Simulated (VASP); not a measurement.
# GaSb3 (Fm-3m) in VASP: notebook

The runs below take GaSb3 through single point, relaxation of cell and atoms, with LDA.

Program: VASP 6.6.1. These are calculated values, not measurements. Logs are shortened: lines on timing, memory, paths and dates and some standing lists are left out, and cuts for length are marked.

**1. The cell of the first run**

It takes space group Fm-3m (No. 225, cubic). Conventional cell: a = 7.251 Å, b = 7.251 Å, c = 7.251 Å, α = 90.00°, β = 90.00°, γ = 90.00°. Within 4.1 Å of Ga (site symmetry m-3m) lie 14 Sb at 3.14 to 3.63 Å. Sb (site symmetry m-3m) has 8 Sb at 3.14 Å and 6 Ga at 3.63 Å within 4.1 Å. Within 4.1 Å of Sb (site symmetry -43m) lie 4 Ga at 3.14 Å and 10 Sb at 3.14 to 3.63 Å.

**2. Single point, LDA**

INCAR reads:

```
PREC = Accurate ; ENCUT = 520
EDIFF = 1E-7 ; ISMEAR = -1
SIGMA = 0.01 ; LREAL = F
LASPH = T ; NELM = 80
ALGO = Normal ; ISIF = 2
LWAVE = F ; LCHARG = F
GGA = CA ; NBANDS = 22
```

KPOINTS reads:

```
regular mesh
0
Gamma
  5 5 5
```

POSCAR reads:

```
GaSb3
1.0
    0.0000000000      3.6254417828      3.6254417828
    3.6254417828      0.0000000000      3.6254417828
    3.6254417828      3.6254417828      0.0000000000
Ga Sb
1 3
Direct
    0.0000000000      0.0000000000      0.0000000000
    0.5000000000      0.5000000000      0.5000000000
    0.2500000000      0.2500000000      0.2500000000
    0.7500000000      0.7500000000      0.7500000000
```

Potentials or basis: VASP PAW LDA potentials, release 64 (Ga_d, Sb).

On the command line:

```sh
cat potpaw_LDA.64/Ga_d/POTCAR potpaw_LDA.64/Sb/POTCAR > POTCAR
mpirun -np 1 vasp_std > vasp.out
```

OUTCAR:

```text
PREC = Accurate
   ENCUT = 520
   EDIFF = 1E-7
   ISMEAR = -1
   LREAL = F
   LASPH = T
   NELM = 80
   ISIF = 2
   GGA = CA

 ion  position               nearest neighbor table
   1  0.000  0.000  0.000-   4 3.14   4 3.14   4 3.14   3 3.14   4 3.14   3 3.14   3 3.14   3 3.14

   2  0.500  0.500  0.500-   3 3.14   3 3.14   3 3.14   3 3.14   4 3.14   4 3.14   4 3.14   4 3.14

   3  0.250  0.250  0.250-   1 3.14   1 3.14   1 3.14   1 3.14   2 3.14   2 3.14   2 3.14   2 3.14
                             4 3.63   4 3.63   4 3.63   4 3.63   4 3.63   4 3.63
   4  0.750  0.750  0.750-   2 3.14   2 3.14   2 3.14   1 3.14   2 3.14   1 3.14   1 3.14   1 3.14
                             3 3.63   3 3.63   3 3.63   3 3.63   3 3.63   3 3.63

  LATTYP: Found a face centered cubic cell.
 ALAT       =     7.2508835656

  Lattice vectors:

 A1 = (   0.0000000000,   3.6254417828,   3.6254417828)
 A2 = (   3.6254417828,   0.0000000000,   3.6254417828)
 A3 = (   3.6254417828,   3.6254417828,   0.0000000000)

Analysis of symmetry for initial positions (statically):
=====================================================================
 Subroutine PRICEL returns:
 Original cell was already a primitive cell.

 Routine SETGRP: Setting up the symmetry group for a
 face centered cubic supercell.

 Subroutine GETGRP returns: Found 48 space group operations
 (whereof 48 operations were pure point group operations)
 out of a pool of 48 trial point group operations.

The static configuration has the point symmetry O_h .

Analysis of symmetry for dynamics (positions and initial velocities):
=====================================================================
 Subroutine PRICEL returns:
 Original cell was already a primitive cell.

 Routine SETGRP: Setting up the symmetry group for a
 face centered cubic supercell.

 Subroutine GETGRP returns: Found 48 space group operations
 (whereof 48 operations were pure point group operations)
 out of a pool of 48 trial point group operations.

The dynamic configuration has the point symmetry O_h .

 Subroutine INISYM returns: Found 48 space group operations
 (whereof 48 operations are pure point group operations),
 and found     1 'primitive' translations

----------------------------------------------------------------------------------------

                                     Primitive cell

  volume of cell :      95.3044

  direct lattice vectors                    reciprocal lattice vectors
     0.000000000  3.625441783  3.625441783    -0.137914227  0.137914227  0.137914227
     3.625441783  0.000000000  3.625441783     0.137914227 -0.137914227  0.137914227
     3.625441783  3.625441783  0.000000000     0.137914227  0.137914227 -0.137914227

  length of vectors
     5.127148939  5.127148939  5.127148939     0.238874448  0.238874448  0.238874448

  position of ions in fractional coordinates (direct lattice)
     0.000000000  0.000000000  0.000000000
     0.500000000  0.500000000  0.500000000
     0.250000000  0.250000000  0.250000000
     0.750000000  0.750000000  0.750000000

  ion indices of the primitive-cell ions
   primitive index   ion index
                 1           1
                 2           2
                 3           3
                 4           4

----------------------------------------------------------------------------------------

 KPOINTS: regular mesh

Automatic generation of k-mesh.
 Grid dimensions read from file:
 generate k-points for:    5    5    5

 Generating k-lattice:

  Cartesian coordinates                     Fractional coordinates (reciprocal lattice)
    -0.027582845  0.027582845  0.027582845     0.200000000  0.000000000  0.000000000
     0.027582845 -0.027582845  0.027582845     0.000000000  0.200000000  0.000000000
     0.027582845  0.027582845 -0.027582845     0.000000000  0.000000000  0.200000000

  Length of vectors
     0.047774890  0.047774890  0.047774890

  Shift w.r.t. Gamma in fractional coordinates (k-lattice)
     0.000000000  0.000000000  0.000000000

 Subroutine IBZKPT returns following result:
 ===========================================

 Found     10 irreducible k-points:

 Following reciprocal coordinates:
            Coordinates               Weight
  0.000000  0.000000  0.000000      1.000000
  0.200000  0.000000  0.000000      8.000000
  0.400000  0.000000  0.000000      8.000000
  0.200000  0.200000  0.000000      6.000000
  0.400000  0.200000  0.000000     24.000000
 -0.400000  0.200000  0.000000     24.000000
 -0.200000  0.200000  0.000000     12.000000
  0.400000  0.400000  0.000000      6.000000
 -0.400000  0.400000  0.000000     12.000000
 -0.400000  0.400000  0.200000     24.000000
   k-points           NKPTS =     10   k-points in BZ     NKDIM =     10   number of bands    NBANDS=     22
   number of dos      NEDOS =    301   number of ions     NIONS =      4
   total plane-waves  NPLWV =  64000
   dimension x,y,z NGX =    40 NGY =   40 NGZ =   40
   dimension x,y,z NGXF=    80 NGYF=   80 NGZF=   80
   ions per type =               1   3
   NGX,Y,Z   is equivalent  to a cutoff of  12.97, 12.97, 12.97 a.u.
   NGXF,Y,Z  is equivalent  to a cutoff of  25.94, 25.94, 25.94 a.u.
 SYSTEM =  unknown system
   PREC   = accura    normal or accurate (medium, high low for compatibility)
   ISTART =      0    job   : 0-new  1-cont  2-samecut
   ICHARG =      2    charge: 1-file 2-atom 10-const
   ISPIN  =      1    spin polarized calculation?
   LNONCOLLINEAR =      F non collinear calculations
   LSORBIT =      F    spin-orbit coupling
   LASPH  =      T    aspherical Exc in radial PAW
   ENCUT  =  520.0 eV  38.22 Ry    6.18 a.u.   9.53  9.53  9.53*2*pi/ulx,y,z
   NELM   =     80;   NELMIN=  2; NELMDL= -5     # of ELM steps
   EDIFF  = 0.1E-06   stopping-criterion for ELM
   LREAL  =      F    real-space projection
   EDIFFG = 0.1E-05   stopping-criterion for IOM
   NSW    =      0    number of steps for IOM
   IBRION =     -1    ionic relax: 0-MD 1-quasi-New 2-CG
   NFREE  =      0    steps in history (QN), initial steepest desc. (CG)
   ISIF   =      2    stress and relaxation
   ISYM   =      2    0-nonsym 1-usesym 2-fastsym
   POTIM  = 0.5000    time-step for ionic-motion
   TEBEG  =    0.0;   TEEND  =   0.0 temperature during run
   PSTRESS=    0.0 pullay stress
   NELECT =      28.0000    total number of electrons
   NUPDOWN=      -1.0000    fix difference up-down
   EMIN   =  10.00;   EMAX   =-10.00  energy-range for DOS
   EFERMI =   0.00;   METHOD = LEGACY
   ISMEAR =    -1;   SIGMA  =   0.01  broadening in eV -4-tet -1-fermi 0-gaus
   EFERMI_NEDOS =   21; number of points for ismear=-14 and -15
   IALGO  =     38    algorithm
   IMIX   =      4    mixing-type and parameters
     AMIX     =   0.40;   BMIX     =  1.00
     AMIX_MAG =   1.60;   BMIX_MAG =  1.00
  volume/ion in A,a.u.               =      23.83       160.79
  Fermi-wavevector in a.u.,A,eV,Ry     =   1.088320  2.056626 16.115288  1.184440
  Thomas-Fermi vector in A             =   2.224499
   LORBIT       =      0    0 simple, 1 ext, 2 COOP (PROOUT), +10 PAW based schemes
   GGA     = CA    functional components
   LHFCALC =     F    Hartree Fock is set to
   AEXX    =    0.0000 exact exchange contribution
   IVDW    =     0    specifies the selected vdW correction
   LEPSILON=     F    determine dielectric tensor
   LRPA    =     F    only Hartree local field effects (RPA)
 non-spin polarized calculation
  energy-cutoff  :      520.00
  volume of cell :       95.30
 maximum number of plane-waves:      2637
 NGX is ok and might be reduce to    40
   NGX = 19   NGY = 19   NGZ = 19

 number of electron      27.9999988 magnetization

 Free energy of the ion-electron system (eV)
  ---------------------------------------------------
  ext. energy  EPLUGINS =         0.00000000
  ---------------------------------------------------
  free energy    TOTEN  =       -17.41928207 eV

  energy without entropy =      -17.41693326  energy(sigma->0) =      -17.41810767

 E-fermi :   7.9468     XC(G=0): -10.7475

 val. band max:        7.9442956534   @ k =  -0.4000   0.4000   0.0000
 cond. band min:       8.4084470987   @ k =   0.2000   0.0000   0.0000
 fundamental gap:      0.4641514453
 Fermi energy:         7.9467698335

 k-point     1 :       0.0000    0.0000    0.0000
  band No.  band energies     occupation
      1      -6.4975      2.00000
      2      -6.4975      2.00000
      3      -6.4975      2.00000
      4      -6.4801      2.00000
      5      -6.4801      2.00000
      6      -4.7412      2.00000
[... 14 lines left out ...]
     21      15.7237      0.00000
     22      15.7237      0.00000

 k-point     2 :       0.2000    0.0000    0.0000
  band No.  band energies     occupation
      1      -6.5002      2.00000
      2      -6.4963      2.00000
      3      -6.4963      2.00000
      4      -6.4804      2.00000
      5      -6.4804      2.00000
      6      -4.4090      2.00000
[... 14 lines left out ...]
     21      13.4158      0.00000
     22      14.8123      0.00000

 k-point     3 :       0.4000    0.0000    0.0000
  band No.  band energies     occupation
      1      -6.5053      2.00000
      2      -6.4948      2.00000
      3      -6.4948      2.00000
      4      -6.4808      2.00000
      5      -6.4808      2.00000
      6      -3.4653      2.00000
[... 14 lines left out ...]
     21      13.4422      0.00000
     22      15.7639      0.00000
[... 126 lines left out ...]
 k-point     9 :      -0.4000    0.4000    0.0000
  band No.  band energies     occupation
      1      -6.5073      2.00000
      2      -6.4942      2.00000
      3      -6.4914      2.00000
      4      -6.4866      2.00000
      5      -6.4796      2.00000
      6      -1.9872      2.00000
[... 14 lines left out ...]
     21      13.6255      0.00000
     22      15.1172      0.00000

 k-point    10 :      -0.4000    0.4000    0.2000
  band No.  band energies     occupation
      1      -6.5037      2.00000
      2      -6.4981      2.00000
      3      -6.4916      2.00000
      4      -6.4851      2.00000
      5      -6.4802      2.00000
      6      -2.6244      2.00000
[... 14 lines left out ...]
     21      13.3560      0.00000
     22      15.6793      0.00000

------------------------ aborting loop because EDIFF is reached ----------------------------------------

  FORCE on cell =-STRESS in cart. coord.  units (eV):
  Direction    XX          YY          ZZ          XY          YZ          ZX
  --------------------------------------------------------------------------------------
  -------------------------------------------------------------------------------------
  Total        0.0281612      0.0281612      0.0281612     -0.0000000      0.0000000      0.0000000
  in kB        0.4734225      0.4734225      0.4734225     -0.0000000      0.0000000      0.0000000
  external PRESSURE =       0.4734225 kB  Pullay stress =       0.0000000 kB

 VOLUME and BASIS-vectors are now :
 -----------------------------------------------------------------------------
  energy-cutoff  :      520.00
  volume of cell :       95.30
      direct lattice vectors                 reciprocal lattice vectors
     0.000000000  3.625441783  3.625441783    -0.137914227  0.137914227  0.137914227
     3.625441783  0.000000000  3.625441783     0.137914227 -0.137914227  0.137914227
     3.625441783  3.625441783  0.000000000     0.137914227  0.137914227 -0.137914227

 POSITION                                       TOTAL-FORCE (eV/Angst)
 -----------------------------------------------------------------------------------
      0.00000      0.00000      0.00000        -0.000000      0.000000      0.000000
      3.62544      3.62544      3.62544        -0.000000      0.000000      0.000000
      1.81272      1.81272      1.81272         0.000000      0.000000      0.000000
      5.43816      5.43816      5.43816        -0.000000     -0.000000     -0.000000
 -----------------------------------------------------------------------------------
    total drift:                               -0.000000      0.000000      0.000000

  FREE ENERGIE OF THE ION-ELECTRON SYSTEM (eV)
  ---------------------------------------------------
  free  energy   TOTEN  =       -17.4192820696 eV

  energy  without entropy=      -17.4169332638  energy(sigma->0) =      -17.41810767
```

Run time: 32 s. Hardware: 1 thread of Intel Xeon 8259CL, shared host; peak memory 0.2 GiB.

Results:

| Property | Result |
| --- | --- |
| Free energy | -17.4193 eV |
| Pressure | 0.0 GPa |
| Band gap on the k mesh | zero (bands 14 and 15 overlap by 3.21 eV) |

Caveat: spin-orbit coupling is left out, which moves the levels of the heavy elements.

**3. Relaxation of cell and atoms, LDA**

INCAR reads:

```
PREC     = Accurate       # precision mode
ENCUT    = 600            # plane-wave cutoff, eV
EDIFF    = 1E-7           # SCF threshold, eV
ISMEAR   = -1             # smearing method
SIGMA    = 0.01           # smearing width, eV
LREAL    = False          # projectors in reciprocal space
LASPH    = True           # aspherical terms in the spheres
NELM     = 60             # most SCF steps
ALGO     = Normal         # electronic algorithm
ISIF     = 3              # what is computed and relaxed
LWAVE    = False          # write WAVECAR
LCHARG   = False          # write CHGCAR
IBRION   = 2              # ionic algorithm
NSW      = 60             # ionic steps
EDIFFG   = -0.02          # ionic threshold
```

KPOINTS is that of step 2.

POSCAR is that of step 2.

Potentials or basis: VASP PAW LDA potentials, release 64 (Ga_d, Sb).

On the command line:

```sh
cat potpaw_LDA.64/Ga_d/POTCAR potpaw_LDA.64/Sb/POTCAR > POTCAR
mpirun -np 1 vasp_std > vasp.out
```

Wall time 34 s (1 thread of Intel Xeon 8259CL, shared host); peak memory 0.21 GiB.

The run converged. Its results:

```
Free energy             : -17.4192 eV
Pressure after relaxing : 0.0 GPa
```

Final structure:
```xyz
4
Lattice="0.0000 3.6254 3.6254 3.6254 0.0000 3.6254 3.6254 3.6254 0.0000" Properties=species:S:1:pos:R:3 pbc="T T T"
Ga    0.0000    0.0000    0.0000
Sb    3.6254    3.6254    3.6254
Sb    1.8127    1.8127    1.8127
Sb    5.4382    5.4382    5.4382
```

Levels at points of the mesh, in eV from the Fermi level:
| k point | band 12 | band 13 | band 14 | band 15 | band 16 | band 17 |
| --- | --- | --- | --- | --- | --- | --- |
| (0.00, 0.00, 0.00) | -2.38 | -2.21 | -2.21 | -2.21 | -0.40 | -0.40 |

Caveat: the relaxation stopped at its first step, so nothing moved; the highest band is partly filled, so the run has too few bands; spin-orbit coupling is left out, which moves the levels of the heavy elements.
